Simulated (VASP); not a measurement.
# CdRe5Br (P4/mmm) in VASP: a series of runs

The runs below take CdRe5Br through relaxation of cell and atoms, single point, with PBE.

All numbers are computed with VASP 6.6.1; they aren't measurements. Logs are shortened: lines on timing, memory, paths and dates and some standing lists are left out, and cuts for length are marked.

## 1. The cell of the first run

It takes space group P4/mmm (No. 123, tetragonal). The conventional cell has a = 4.227 Å, b = 4.227 Å, c = 6.452 Å, α = 90.00°, β = 90.00°, γ = 90.00°. Cd (site symmetry 4/mmm) has 12 Re at 2.81 to 2.99 Å within 3.7 Å. Re (site symmetry 2mm) has 2 Br at 2.52 Å and 7 Re at 2.76 to 2.99 Å and 2 Cd at 2.81 Å within 3.3 Å. Within 3.7 Å of Re (site symmetry 4/mmm) lie 8 Re at 2.81 Å and 4 Cd at 2.99 Å and 2 Br at 3.23 Å. Within 3.3 Å of Br (site symmetry 4/mmm) lie 10 Re at 2.52 to 3.23 Å.

The cell was built from a structure type or drawn by symmetry, and may not be a known phase.

## 2. Relaxation of cell and atoms, PBE

INCAR

```
PREC     = Accurate       # precision mode
ENCUT    = 600            # plane-wave cutoff, eV
EDIFF    = 1E-6           # SCF threshold, eV
ISMEAR   = 0              # smearing method
SIGMA    = 0.1            # smearing width, eV
LREAL    = False          # projectors in reciprocal space
LASPH    = True           # aspherical terms in the spheres
NELM     = 100            # most SCF steps
ALGO     = Normal         # electronic algorithm
ISIF     = 3              # what is computed and relaxed
LWAVE    = False          # write WAVECAR
LCHARG   = False          # write CHGCAR
GGA      = PE             # functional
IBRION   = 2              # ionic algorithm
NSW      = 90             # ionic steps
EDIFFG   = -0.04          # ionic threshold
```

KPOINTS

```
Automatic mesh
0
Gamma
  4 4 4
```

POSCAR

```
CdRe5Br
1.0
    4.2267360860      0.0000000000      0.0000000000
    0.0000000000      4.2267360860      0.0000000000
    0.0000000000      0.0000000000      6.4516195568
Cd Re Br
1 5 1
Direct
    0.5000000000      0.5000000000      0.0000000000
    0.0000000000      0.5000000000      0.2861459119
    0.0000000000      0.5000000000      0.7138540881
    0.5000000000      0.0000000000      0.2861459119
    0.5000000000      0.0000000000      0.7138540881
    0.0000000000      0.0000000000      0.0000000000
    0.0000000000      0.0000000000      0.5000000000
```

Potentials or basis: VASP PAW PBE potentials, release 64 (Cd, Re, Br).

Command:

```console
cat potpaw_PBE.64/Cd/POTCAR potpaw_PBE.64/Re/POTCAR potpaw_PBE.64/Br/POTCAR > POTCAR
mpirun -np 1 vasp_std > vasp.out
```

OUTCAR:

```text
PREC = Accurate
   ENCUT = 600
   EDIFF = 1E-6
   ISMEAR = 0
   LREAL = False
   LASPH = True
   NELM = 100
   ISIF = 3
   GGA = PE
   IBRION = 2
   NSW = 90
   EDIFFG = -0.04

 ion  position               nearest neighbor table
   1  0.500  0.500  0.000-   2 2.81   3 2.81   4 2.81   5 2.81   4 2.81   5 2.81   2 2.81   3 2.81
                             6 2.99   6 2.99   6 2.99   6 2.99
   2  0.000  0.500  0.286-   7 2.52   7 2.52   3 2.76   1 2.81   6 2.81   6 2.81   1 2.81   4 2.99
                             4 2.99   4 2.99   4 2.99
   3  0.000  0.500  0.714-   7 2.52   7 2.52   2 2.76   1 2.81   6 2.81   6 2.81   1 2.81   5 2.99
                             5 2.99   5 2.99   5 2.99
   4  0.500  0.000  0.286-   7 2.52   7 2.52   5 2.76   1 2.81   1 2.81   6 2.81   6 2.81   2 2.99
                             2 2.99   2 2.99   2 2.99
   5  0.500  0.000  0.714-   7 2.52   7 2.52   4 2.76   1 2.81   1 2.81   6 2.81   6 2.81   3 2.99
                             3 2.99   3 2.99   3 2.99
   6  0.000  0.000  0.000-   2 2.81   3 2.81   4 2.81   5 2.81   2 2.81   3 2.81   4 2.81   5 2.81
                             1 2.99   1 2.99   1 2.99   1 2.99
   7  0.000  0.000  0.500-   2 2.52   3 2.52   4 2.52   5 2.52   2 2.52   3 2.52   4 2.52   5 2.52

  LATTYP: Found a simple tetragonal cell.
 ALAT       =     4.2267360860
 C/A-ratio  =     1.5263833430

  Lattice vectors:

 A1 = (   4.2267360860,   0.0000000000,   0.0000000000)
 A2 = (   0.0000000000,   4.2267360860,   0.0000000000)
 A3 = (   0.0000000000,   0.0000000000,   6.4516195568)

Analysis of symmetry for initial positions (statically):
=====================================================================
 Subroutine PRICEL returns:
 Original cell was already a primitive cell.

 Routine SETGRP: Setting up the symmetry group for a
 simple tetragonal supercell.

 Subroutine GETGRP returns: Found 16 space group operations
 (whereof 16 operations were pure point group operations)
 out of a pool of 16 trial point group operations.

The static configuration has the point symmetry D_4h.

Analysis of symmetry for dynamics (positions and initial velocities):
=====================================================================
 Subroutine PRICEL returns:
 Original cell was already a primitive cell.

 Routine SETGRP: Setting up the symmetry group for a
 simple tetragonal supercell.

 Subroutine GETGRP returns: Found 16 space group operations
 (whereof 16 operations were pure point group operations)
 out of a pool of 16 trial point group operations.

The dynamic configuration has the point symmetry D_4h.

 Subroutine INISYM returns: Found 16 space group operations
 (whereof 16 operations are pure point group operations),
 and found     1 'primitive' translations

----------------------------------------------------------------------------------------

                                     Primitive cell

  volume of cell :     115.2601

  direct lattice vectors                    reciprocal lattice vectors
     4.226736086  0.000000000  0.000000000     0.236589174  0.000000000  0.000000000
     0.000000000  4.226736086  0.000000000     0.000000000  0.236589174  0.000000000
     0.000000000  0.000000000  6.451619557     0.000000000  0.000000000  0.154999840

  length of vectors
     4.226736086  4.226736086  6.451619557     0.236589174  0.236589174  0.154999840

  position of ions in fractional coordinates (direct lattice)
     0.500000000  0.500000000  0.000000000
     0.000000000  0.500000000  0.286145912
     0.000000000  0.500000000  0.713854088
     0.500000000  0.000000000  0.286145912
     0.500000000  0.000000000  0.713854088
     0.000000000  0.000000000  0.000000000
     0.000000000  0.000000000  0.500000000

  ion indices of the primitive-cell ions
   primitive index   ion index
                 1           1
                 2           2
                 3           3
                 4           4
                 5           5
                 6           6
                 7           7

----------------------------------------------------------------------------------------

 KPOINTS: Automatic mesh

Automatic generation of k-mesh.
 Grid dimensions read from file:
 generate k-points for:    4    4    4

 Generating k-lattice:

  Cartesian coordinates                     Fractional coordinates (reciprocal lattice)
     0.059147294  0.000000000  0.000000000     0.250000000  0.000000000  0.000000000
     0.000000000  0.059147294  0.000000000     0.000000000  0.250000000  0.000000000
     0.000000000  0.000000000  0.038749960     0.000000000  0.000000000  0.250000000

  Length of vectors
     0.059147294  0.059147294  0.038749960

  Shift w.r.t. Gamma in fractional coordinates (k-lattice)
     0.000000000  0.000000000  0.000000000

 Subroutine IBZKPT returns following result:
 ===========================================

 Found     18 irreducible k-points:

 Following reciprocal coordinates:
            Coordinates               Weight
  0.000000  0.000000  0.000000      1.000000
  0.250000  0.000000  0.000000      4.000000
  0.500000  0.000000  0.000000      2.000000
  0.250000  0.250000  0.000000      4.000000
  0.500000  0.250000  0.000000      4.000000
  0.500000  0.500000  0.000000      1.000000
[... 10 lines left out ...]
  0.500000  0.250000  0.500000      4.000000
  0.500000  0.500000  0.500000      1.000000
   k-points           NKPTS =     18   k-points in BZ     NKDIM =     18   number of bands    NBANDS=     32
   number of dos      NEDOS =    301   number of ions     NIONS =      7
   total plane-waves  NPLWV =  69984
   dimension x,y,z NGX =    36 NGY =   36 NGZ =   54
   dimension x,y,z NGXF=    72 NGYF=   72 NGZF=  108
   ions per type =               1   5   1
   NGX,Y,Z   is equivalent  to a cutoff of  14.16, 14.16, 13.91 a.u.
   NGXF,Y,Z  is equivalent  to a cutoff of  28.32, 28.32, 27.83 a.u.
 SYSTEM =  unknown system
   PREC   = accura    normal or accurate (medium, high low for compatibility)
   ISTART =      0    job   : 0-new  1-cont  2-samecut
   ICHARG =      2    charge: 1-file 2-atom 10-const
   ISPIN  =      1    spin polarized calculation?
   LNONCOLLINEAR =      F non collinear calculations
   LSORBIT =      F    spin-orbit coupling
   LASPH  =      T    aspherical Exc in radial PAW
   ENCUT  =  600.0 eV  44.10 Ry    6.64 a.u.   8.44  8.44 12.89*2*pi/ulx,y,z
   NELM   =    100;   NELMIN=  2; NELMDL= -5     # of ELM steps
   EDIFF  = 0.1E-05   stopping-criterion for ELM
   LREAL  =      F    real-space projection
   EDIFFG = -.4E-01   stopping-criterion for IOM
   NSW    =     90    number of steps for IOM
   IBRION =      2    ionic relax: 0-MD 1-quasi-New 2-CG
   NFREE  =      1    steps in history (QN), initial steepest desc. (CG)
   ISIF   =      3    stress and relaxation
   ISYM   =      2    0-nonsym 1-usesym 2-fastsym
   POTIM  = 0.5000    time-step for ionic-motion
   TEBEG  =    0.0;   TEEND  =   0.0 temperature during run
   PSTRESS=    0.0 pullay stress
   NELECT =      54.0000    total number of electrons
   NUPDOWN=      -1.0000    fix difference up-down
   EMIN   =  10.00;   EMAX   =-10.00  energy-range for DOS
   EFERMI =   0.00;   METHOD = LEGACY
   ISMEAR =     0;   SIGMA  =   0.10  broadening in eV -4-tet -1-fermi 0-gaus
   EFERMI_NEDOS =   21; number of points for ismear=-14 and -15
   IALGO  =     38    algorithm
   IMIX   =      4    mixing-type and parameters
     AMIX     =   0.40;   BMIX     =  1.00
     AMIX_MAG =   1.60;   BMIX_MAG =  1.00
  volume/ion in A,a.u.               =      16.47       111.12
  Fermi-wavevector in a.u.,A,eV,Ry     =   1.271490  2.402768 21.996373  1.616688
  Thomas-Fermi vector in A             =   2.404421
   LORBIT       =      0    0 simple, 1 ext, 2 COOP (PROOUT), +10 PAW based schemes
   GGA     = PE    functional components
   LHFCALC =     F    Hartree Fock is set to
   AEXX    =    0.0000 exact exchange contribution
   IVDW    =     0    specifies the selected vdW correction
   LEPSILON=     F    determine dielectric tensor
   LRPA    =     F    only Hartree local field effects (RPA)
 conjugate gradient relaxation of ions
 non-spin polarized calculation
 Gauss-broadening in eV      SIGMA  =   0.10
  energy-cutoff  :      600.00
  volume of cell :      115.26
 maximum number of plane-waves:      3877
 NGX is ok and might be reduce to    36
   NGX = 17   NGY = 17   NGZ = 25

--------------------------------------- Ionic step        1  -------------------------------------------

 number of electron      54.0000004 magnetization

 Free energy of the ion-electron system (eV)
  ---------------------------------------------------
  ext. energy  EPLUGINS =         0.00000000
  ---------------------------------------------------
  free energy    TOTEN  =       -55.15547077 eV

  energy without entropy =      -55.11550275  energy(sigma->0) =      -55.13548676

------------------------ aborting loop because EDIFF is reached ----------------------------------------

  FORCE on cell =-STRESS in cart. coord.  units (eV):
  Direction    XX          YY          ZZ          XY          YZ          ZX
  --------------------------------------------------------------------------------------
  -------------------------------------------------------------------------------------
  Total       -0.6528911     -0.6528911      2.3741721      0.0000000      0.0000000     -0.0000000
  in kB       -9.0755365     -9.0755365     33.0022671      0.0000000      0.0000000     -0.0000000
  external PRESSURE =       4.9503980 kB  Pullay stress =       0.0000000 kB

 VOLUME and BASIS-vectors are now :
 -----------------------------------------------------------------------------
  energy-cutoff  :      600.00
  volume of cell :      115.26
      direct lattice vectors                 reciprocal lattice vectors
     4.226736086  0.000000000  0.000000000     0.236589174  0.000000000  0.000000000
     0.000000000  4.226736086  0.000000000     0.000000000  0.236589174  0.000000000
     0.000000000  0.000000000  6.451619557     0.000000000  0.000000000  0.154999840
[... 247 lines left out ...]
 POSITION                                       TOTAL-FORCE (eV/Angst)
 -----------------------------------------------------------------------------------
      2.08120      2.08120     -0.00000        -0.000000     -0.000000      0.000000
      4.16239      2.08120      1.89831         0.000000     -0.000000     -0.043746
     -0.00000      2.08120      4.74323        -0.000000      0.000000      0.043746
      2.08120      0.00000      1.89831         0.000000     -0.000000     -0.043746
      2.08120      0.00000      4.74323        -0.000000      0.000000      0.043746
      4.16239      0.00000     -0.00000        -0.000000     -0.000000      0.000000
      4.16239      0.00000      3.32077        -0.000000     -0.000000      0.000000
 -----------------------------------------------------------------------------------
    total drift:                                0.000000      0.000000      0.000000

  FREE ENERGIE OF THE ION-ELECTRON SYSTEM (eV)
  ---------------------------------------------------
  free  energy   TOTEN  =       -55.1965188910 eV

  energy  without entropy=      -55.1481560384  energy(sigma->0) =      -55.17233746

--------------------------------------- Ionic step        8  -------------------------------------------

 number of electron      54.0000006 magnetization

 Free energy of the ion-electron system (eV)
  ---------------------------------------------------
  ext. energy  EPLUGINS =         0.00000000
  ---------------------------------------------------
  free energy    TOTEN  =       -55.19737745 eV

  energy without entropy =      -55.14909598  energy(sigma->0) =      -55.17323671

 E-fermi :   6.9889     XC(G=0): -12.7517

 val. band max:        6.9718774938   @ k =   0.2500   0.2500   0.2500
 cond. band min:       6.9928501151   @ k =   0.5000   0.2500   0.2500
 fundamental gap:      0.0209726213
 Fermi energy:         6.9889316256

 k-point     1 :       0.0000    0.0000    0.0000
  band No.  band energies     occupation
      1     -12.4944      2.00000
      2      -2.8694      2.00000
      3      -2.2326      2.00000
      4      -2.1488      2.00000
      5      -2.0544      2.00000
      6      -2.0233      2.00000
[... 641 lines left out ...]
 POSITION                                       TOTAL-FORCE (eV/Angst)
 -----------------------------------------------------------------------------------
      2.07715      2.07715     -0.00000        -0.000000      0.000000      0.000000
     -0.00000      2.07715      1.90539         0.000000     -0.000000     -0.030721
      4.15429      2.07715      4.77087        -0.000000      0.000000      0.030721
      2.07715      0.00000      1.90539         0.000000     -0.000000     -0.030721
      2.07715      4.15429      4.77087        -0.000000      0.000000      0.030721
     -0.00000      0.00000     -0.00000        -0.000000     -0.000000      0.000000
     -0.00000      0.00000      3.33813        -0.000000     -0.000000      0.000000
 -----------------------------------------------------------------------------------
    total drift:                                0.000000      0.000000      0.000000

  FREE ENERGIE OF THE ION-ELECTRON SYSTEM (eV)
  ---------------------------------------------------
  free  energy   TOTEN  =       -55.1973774502 eV

  energy  without entropy=      -55.1490959757  energy(sigma->0) =      -55.17323671

 reached required accuracy - stopping structural energy minimisation
```

It took 4.9 min on 1 thread of Intel Xeon 6975P-C (Granite Rapids), shared host; peak memory 0.31 GiB.

What came out:

- Free energy: -55.1974 eV
- Relaxed volume: 16.46 Å³/atom
- Relaxed cell: a = 4.154 Å, b = 4.154 Å, c = 6.676 Å, α = 90.00°, β = 90.00°, γ = 90.00°
- Space group after relaxing (to 0.1 Å): P4/mmm (No. 123)
- Energy gained by relaxing: 6.0 meV/atom
- Ionic steps: 8
- Pressure after relaxing: -0.2 GPa
- Largest force after relaxing: 0.031 eV/Å
- Band gap on the k mesh: zero (bands 27 and 28 overlap by 1.44 eV)

Forces in eV/Å, atoms in the order of the input:
```
Cd   0.000  0.000  0.000
Re   0.000  0.000 -0.031
Re   0.000  0.000  0.031
Re   0.000  0.000 -0.031
Re   0.000  0.000  0.031
Re   0.000  0.000  0.000
Br   0.000  0.000  0.000
```

The path:
```csv
step,energy change (eV),largest force (eV/Å),pressure (GPa),volume (Å³)
1,0.0000,0.0020,0.50,115.26
2,-0.0264,0.0301,-1.54,116.09
3,-0.0278,0.0437,-2.08,116.33
4,-0.0400,0.0484,0.09,115.16
5,-0.0402,0.0505,0.32,115.03
6,-0.0402,0.0508,0.36,115.00
7,-0.0410,0.0437,0.19,115.07
8,-0.0419,0.0307,-0.16,115.22
```

Final structure:
```
CELL_PARAMETERS angstrom
4.15429 0.00000 0.00000
0.00000 4.15429 0.00000
0.00000 0.00000 6.67625
ATOMIC_POSITIONS crystal
Cd 0.50000 0.50000 0.00000
Re 0.00000 0.50000 0.28540
Re 0.00000 0.50000 0.71460
Re 0.50000 0.00000 0.28540
Re 0.50000 0.00000 0.71460
Re 0.00000 0.00000 0.00000
Br 0.00000 0.00000 0.50000
```

Levels at points of the mesh, in eV from the Fermi level:
```
           k point  band 24  band 25  band 26  band 27  band 28  band 29  band 30  band 31
(0.00, 0.00, 0.00)     0.02     0.02     0.50     0.63     0.63     1.21     1.33     1.33
(0.50, 0.00, 0.00)    -1.37    -1.16    -0.93    -0.37    -0.03     0.36     0.60     0.62
(0.50, 0.50, 0.00)    -0.46    -0.36    -0.36     0.17     0.17     0.30     0.71     0.95
(0.00, 0.00, 0.50)    -0.67    -0.67     0.03     0.23     0.23     1.15     1.40     2.59
(0.50, 0.00, 0.50)    -1.15    -0.92    -0.90    -0.82    -0.48    -0.40    -0.07     0.34
(0.50, 0.50, 0.50)    -1.10    -1.10    -1.08    -0.76    -0.76    -0.05     0.18     0.61
```

Caveat: the k points lie up to 0.38 Å⁻¹ apart in the final cell, too coarse for converged energies and pressures of a metal; spin-orbit coupling is left out, which moves the levels of the heavy elements.

## 3. Single point, PBE

This run uses another cell than the first one, of 16.39 Å³/atom.

INCAR

```
PREC = Accurate
ENCUT = 520
EDIFF = 1E-7
ISMEAR = 0
SIGMA = 0.1
LREAL = False
LASPH = True
NELM = 80
ALGO = Normal
ISIF = 2
LWAVE = False
LCHARG = False
GGA = PE
NBANDS = 36
```

KPOINTS

```
regular mesh
0
Gamma
  10 10 6
```

POSCAR

```
CdRe5Br
1.0
    4.1243670049      0.0000000000      0.0000000000
    0.0000000000      4.1243670049      0.0000000000
    0.0000000000      0.0000000000      6.7464716621
Cd Re Br
1 5 1
Direct
    0.5000000000      0.5000000000      0.0000000000
    0.0000000000      0.5000000000      0.2832579786
    0.0000000000      0.5000000000      0.7167420214
    0.5000000000      0.0000000000      0.2832579786
    0.5000000000      0.0000000000      0.7167420214
    0.0000000000      0.0000000000      0.0000000000
    0.0000000000      0.0000000000      0.5000000000
```

Potentials or basis: VASP PAW PBE potentials, release 64 (Cd, Re, Br).

Command:

```console
cat potpaw_PBE.64/Cd/POTCAR potpaw_PBE.64/Re/POTCAR potpaw_PBE.64/Br/POTCAR > POTCAR
mpirun -np 1 vasp_std > vasp.out
```

Wall time 3.6 min (1 thread of Intel Xeon 6975P-C (Granite Rapids), shared host); peak memory 0.45 GiB.

It converged, with:

```
Free energy            : -55.2118 eV
Pressure               : 0.5 GPa
Largest force          : 0.005 eV/Å
Band gap on the k mesh : zero (bands 27 and 28 overlap by 1.53 eV)
```

Forces on the atoms (eV/Å):
```
Cd   0.000  0.000  0.000
Re   0.000  0.000 -0.005
Re   0.000  0.000  0.005
Re   0.000  0.000 -0.005
Re   0.000  0.000  0.005
Re   0.000  0.000  0.000
Br   0.000  0.000  0.000
```

Levels at points of the mesh, in eV from the Fermi level:
```
           k point  band 24  band 25  band 26  band 27  band 28  band 29  band 30  band 31
(0.00, 0.00, 0.00)     0.10     0.10     0.31     0.54     0.54     1.11     1.29     1.29
(0.50, 0.00, 0.00)    -1.39    -1.13    -1.04    -0.36    -0.05     0.27     0.50     0.57
(0.50, 0.50, 0.00)    -0.49    -0.37    -0.37     0.13     0.13     0.40     0.67     1.00
(0.00, 0.00, 0.50)    -0.58    -0.58    -0.04     0.18     0.18     1.28     1.49     2.45
(0.50, 0.00, 0.50)    -1.25    -0.99    -0.90    -0.88    -0.48    -0.35    -0.10     0.21
(0.50, 0.50, 0.50)    -1.01    -1.01    -0.94    -0.74    -0.74    -0.10     0.29     0.45
```

Caveat: spin-orbit coupling is left out, which moves the levels of the heavy elements.
